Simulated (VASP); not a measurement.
Here is a VASP 6.6.1 calculation.

INCAR

```
PREC = Accurate
ENCUT = 520
EDIFF = 1E-6
ISMEAR = -1
SIGMA = 0.05
LREAL = False
LASPH = True
NELM = 60
ALGO = Normal
ISIF = 2
LWAVE = False
LCHARG = False
GGA = PE
NBANDS = 40
```

The input KPOINTS:

```
regular mesh
0
Gamma
  7 7 7
```

POSCAR

```
NaZr2
1.0
    0.0000000000      4.2947616489      4.2947616489
    4.2947616489      0.0000000000      4.2947616489
    4.2947616489      4.2947616489      0.0000000000
Na Zr
2 4
Direct
    0.1250000000      0.1250000000      0.1250000000
   -0.1250000000     -0.1250000000     -0.1250000000
    0.5000000000      0.5000000000      0.5000000000
    0.5000000000      0.5000000000      0.0000000000
    0.5000000000      0.0000000000      0.5000000000
    0.0000000000      0.5000000000      0.5000000000
```

Potentials or basis: VASP PAW PBE potentials, release 64 (Na_pv, Zr_sv).

The run is started by

```bash
$ cat potpaw_PBE.64/Na_pv/POTCAR potpaw_PBE.64/Zr_sv/POTCAR > POTCAR
$ mpirun -np 1 vasp_std > vasp.out
```

Task: Estimate the pressure.

Result: 0.0 GPa.

Task: What does it give for the band gap on the k mesh?

Result: Zero (band 31 reaches 5.29 eV, above the bottom of band 32 at 4.69 eV).
